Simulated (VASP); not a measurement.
# BN (F-43m) in VASP: a series of runs, part 2 of 2

VASP 6.6.1. The steps go on from the part before.

### 3 Dielectric tensor, r2SCAN (strain -4.0%)

File INCAR:

```
ALGO = Normal ; EDIFF = 1E-8
ENCUT = 520 ; ISIF = 2
ISMEAR = 0 ; LASPH = T
LCALCEPS = T ; LCHARG = F
LMIXTAU = T ; LREAL = F
LWAVE = F ; METAGGA = R2SCAN
NELM = 100 ; PREC = Accurate
SIGMA = 0.01
```

File KPOINTS:

```
k-points
0
Gamma
  10 10 10
```

File POSCAR:

```
BN
1.0
    0.0000000000      1.7326324464      1.7326324464
    1.7326324464      0.0000000000      1.7326324464
    1.7326324464      1.7326324464      0.0000000000
B N
1 1
Direct
    0.0000000000      0.0000000000      0.0000000000
    0.2500000000      0.2500000000      0.2500000000
```

Potentials or basis: VASP PAW PBE potentials, release 64 (B, N).

The run is started by

```sh
cat potpaw_PBE.64/B/POTCAR potpaw_PBE.64/N/POTCAR > POTCAR
mpirun -np 1 vasp_std > vasp.out
```

OUTCAR:

```text
EDIFF = 1E-8
   ENCUT = 520
   ISIF = 2
   ISMEAR = 0
   LASPH = T
   LREAL = F
   METAGGA = R2SCAN
   NELM = 100
   PREC = Accurate

 ion  position               nearest neighbor table
   1  0.000  0.000  0.000-   2 1.50   2 1.50   2 1.50   2 1.50
   2  0.250  0.250  0.250-   1 1.50   1 1.50   1 1.50   1 1.50

  LATTYP: Found a face centered cubic cell.
 ALAT       =     3.4652648928

  Lattice vectors:

 A1 = (   0.0000000000,   1.7326324464,   1.7326324464)
 A2 = (   1.7326324464,   0.0000000000,   1.7326324464)
 A3 = (   1.7326324464,   1.7326324464,   0.0000000000)

Analysis of symmetry for initial positions (statically):
=====================================================================
 Subroutine PRICEL returns:
 Original cell was already a primitive cell.

 Routine SETGRP: Setting up the symmetry group for a
 face centered cubic supercell.

 Subroutine GETGRP returns: Found 24 space group operations
 (whereof 24 operations were pure point group operations)
 out of a pool of 48 trial point group operations.

The static configuration has the point symmetry T_d .

Analysis of symmetry for dynamics (positions and initial velocities):
=====================================================================
 Subroutine PRICEL returns:
 Original cell was already a primitive cell.

 Routine SETGRP: Setting up the symmetry group for a
 face centered cubic supercell.

 Subroutine GETGRP returns: Found 24 space group operations
 (whereof 24 operations were pure point group operations)
 out of a pool of 48 trial point group operations.

The dynamic configuration has the point symmetry T_d .

 Subroutine INISYM returns: Found 24 space group operations
 (whereof 24 operations are pure point group operations),
 and found     1 'primitive' translations

----------------------------------------------------------------------------------------

                                     Primitive cell

  volume of cell :      10.4028

  direct lattice vectors                    reciprocal lattice vectors
     0.000000000  1.732632446  1.732632446    -0.288578227  0.288578227  0.288578227
     1.732632446  0.000000000  1.732632446     0.288578227 -0.288578227  0.288578227
     1.732632446  1.732632446  0.000000000     0.288578227  0.288578227 -0.288578227

  length of vectors
     2.450312304  2.450312304  2.450312304     0.499832152  0.499832152  0.499832152

  position of ions in fractional coordinates (direct lattice)
     0.000000000  0.000000000  0.000000000
     0.250000000  0.250000000  0.250000000

  ion indices of the primitive-cell ions
   primitive index   ion index
                 1           1
                 2           2

----------------------------------------------------------------------------------------

 KPOINTS: k-points

Automatic generation of k-mesh.
 Grid dimensions read from file:
 generate k-points for:   10   10   10

 Generating k-lattice:

  Cartesian coordinates                     Fractional coordinates (reciprocal lattice)
    -0.028857823  0.028857823  0.028857823     0.100000000  0.000000000  0.000000000
     0.028857823 -0.028857823  0.028857823     0.000000000  0.100000000  0.000000000
[... 76 lines left out ...]
   IMIX   =      4    mixing-type and parameters
     AMIX     =   0.40;   BMIX     =  1.00
     AMIX_MAG =   1.60;   BMIX_MAG =  1.00
  volume/ion in A,a.u.               =       5.20        35.10
  Fermi-wavevector in a.u.,A,eV,Ry     =   1.499875  2.834353 30.608004  2.249625
  Thomas-Fermi vector in A             =   2.611448
   LORBIT       =      0    0 simple, 1 ext, 2 COOP (PROOUT), +10 PAW based schemes
   METAGGA = R2SCAN    functional components
   LHFCALC =     F    Hartree Fock is set to
   AEXX    =    0.0000 exact exchange contribution
   IVDW    =     0    specifies the selected vdW correction
   LEPSILON=     F    determine dielectric tensor
   LRPA    =     F    only Hartree local field effects (RPA)
   LRPA       =     F
 non-spin polarized calculation
 Gauss-broadening in eV      SIGMA  =   0.01
  energy-cutoff  :      520.00
  volume of cell :       10.40
 maximum number of plane-waves:       292
   NGX =  9   NGY =  9   NGZ =  9

 number of electron       7.9999997 magnetization

 Free energy of the ion-electron system (eV)
  ---------------------------------------------------
  ext. energy  EPLUGINS =         0.00000000
  ---------------------------------------------------
  free energy    TOTEN  =       -18.92609757 eV

  energy without entropy =      -18.92609757  energy(sigma->0) =      -18.92609757

 E-fermi :   8.9419     XC(G=0): -14.3341

 val. band max:        8.8872794225   @ k =   0.0000   0.0000   0.0000
 cond. band min:   10000.0000000000   @ k =   0.0000   0.0000   0.0000
 fundamental gap:   9991.1127205775
 Fermi energy:         8.9418851624

 k-point     1 :       0.0000    0.0000    0.0000
  band No.  band energies     occupation
      1     -13.9543      2.00000
      2       8.8871      2.00000
      3       8.8872      2.00000
      4       8.8873      2.00000
      5   10000.0000      0.00000
      6   10000.0000      0.00000
      7   10000.0000      0.00000
      8   10000.0000      0.00000
[... 243 lines left out ...]
 k-point    24 :       0.4000    0.3000    0.0000
  band No.  band energies     occupation
      1      -9.5902      2.00000
      2       1.2200      2.00000
      3       3.6017      2.00000
      4       4.0780      2.00000
      5   10000.0000      0.00000
      6   10000.0000      0.00000
      7   10000.0000      0.00000
      8   10000.0000      0.00000

 [... further k-points ...]

------------------------ aborting loop because EDIFF is reached ----------------------------------------

            Ionic dipole moment: p[ion]=(     4.33158     4.33158     4.33158 ) |e| Angst

 Total electronic dipole moment: p[elc]=(     0.00228     0.00228     0.00424 ) |e| Angst

 MACROSCOPIC STATIC DIELECTRIC TENSOR (including local field effects)
 ------------------------------------------------------
           4.411691    -0.000000    -0.000000
           0.000000     4.411691    -0.000000
           0.000000     0.000000     4.411691
 ------------------------------------------------------

 PIEZOELECTRIC TENSOR (including local field effects) (e Angst)
          XX          YY          ZZ          XY          YZ          ZX
  --------------------------------------------------------------------------------
  x     0.00000     0.00000     0.00000    -0.00000    -0.71807     0.00000
  y     0.00000     0.00000     0.00000    -0.00000    -0.00000    -0.71807
  z     0.00000     0.00000    -0.00000    -0.71807     0.00000    -0.00000

 PIEZOELECTRIC TENSOR (including local field effects) (C/m^2)
          XX          YY          ZZ          XY          YZ          ZX
  --------------------------------------------------------------------------------
  x     0.00000     0.00000     0.00000    -0.00000    -1.10593     0.00000
  y     0.00000     0.00000     0.00000    -0.00000    -0.00000    -1.10593
  z     0.00000     0.00000    -0.00000    -1.10593     0.00000    -0.00000

 BORN EFFECTIVE CHARGES (including local field effects) (in |e|, cummulative output)
 ---------------------------------------------------------------------------------
 ion    1
    1     1.95881     0.00000     0.00000
    2    -0.00000     1.95881     0.00000
    3     0.00000     0.00000     1.95881
 ion    2
    1    -1.95881     0.00000     0.00000
    2    -0.00000    -1.95881     0.00000
    3    -0.00000    -0.00000    -1.95881

  FORCE on cell =-STRESS in cart. coord.  units (eV):
  Direction    XX          YY          ZZ          XY          YZ          ZX
  --------------------------------------------------------------------------------------
  -------------------------------------------------------------------------------------
  Total        3.9942174      3.9942174      3.9942174      0.0000000     -0.0000000      0.0000000
  in kB      615.1668904    615.1668904    615.1668904      0.0000000     -0.0000000      0.0000000
  external PRESSURE =     615.1668904 kB  Pullay stress =       0.0000000 kB

 VOLUME and BASIS-vectors are now :
 -----------------------------------------------------------------------------
  energy-cutoff  :      520.00
  volume of cell :       10.40
      direct lattice vectors                 reciprocal lattice vectors
     0.000000000  1.732632446  1.732632446    -0.288578227  0.288578227  0.288578227
     1.732632446  0.000000000  1.732632446     0.288578227 -0.288578227  0.288578227
     1.732632446  1.732632446  0.000000000     0.288578227  0.288578227 -0.288578227

 POSITION                                       TOTAL-FORCE (eV/Angst)
 -----------------------------------------------------------------------------------
      0.00000      0.00000      0.00000         0.000000     -0.000000     -0.000000
      0.86632      0.86632      0.86632        -0.000000      0.000000      0.000000
 -----------------------------------------------------------------------------------
    total drift:                                0.000000      0.000000     -0.000000

  FREE ENERGIE OF THE ION-ELECTRON SYSTEM (eV)
  ---------------------------------------------------
  free  energy   TOTEN  =       -18.9260975743 eV

  energy  without entropy=      -18.9260975743  energy(sigma->0) =      -18.92609757
```

stdout:

```text
POSCAR found type information on POSCAR B N
 POSCAR found :  2 types and       2 ions
 scaLAPACK will be used
 -----------------------------------------------------------------------------
|                                                                             |
[... 86 lines left out ...]
dp_tot=(  0.160E-06  0.168E-06  0.198E-02 )  diag[e(oo)]=(    ---      ---    4.43701 )
 p_tot=(  0.433E+01  0.433E+01  0.434E+01 )
dp_tot=(  0.159E-06  0.167E-06  0.197E-02 )  diag[e(oo)]=(    ---      ---    4.42568 )
 p_tot=(  0.433E+01  0.433E+01  0.434E+01 )
dp_tot=(  0.158E-06  0.167E-06  0.197E-02 )  diag[e(oo)]=(    ---      ---    4.41957 )
 final diagonalization full
 p_tot=(  0.433E+01  0.433E+01  0.434E+01 )
dp_tot=(  0.158E-06  0.166E-06  0.196E-02 )  diag[e(oo)]=(    ---      ---    4.41177 )
```

Run time: 7.2 min. Hardware: 1 thread of Intel Xeon 6975P-C (Granite Rapids), shared host; peak memory 0.22 GiB.

Results:

```yaml
Band_gap_on_the_k_mesh: 5.12 eV (least direct gap 10.15 eV)
Electronic_dielectric_tensor_diagonal: 4.41
Born_charges_mean_of_the_diagonal: B +1.96; N -1.96 e
```

Electronic dielectric tensor:
```
4.41 0.00 0.00
0.00 4.41 0.00
0.00 0.00 4.41
```

Born effective charge tensors (e):
atom 1, B
```
1.96 0.00 0.00
0.00 1.96 0.00
0.00 0.00 1.96
```
atom 2, N
```
-1.96  0.00  0.00
 0.00 -1.96  0.00
 0.00  0.00 -1.96
```

Dipole moments of the cell (e·Å, modulo the quantum): ionic 4.332, 4.332, 4.332; electronic 0.002, 0.002, 0.004

Caveat: the cell differs from its parent crystal (strain -4.0%); the PAW data sets were made with another functional, which shifts forces and pressure a little. A k mesh can miss the band edges.
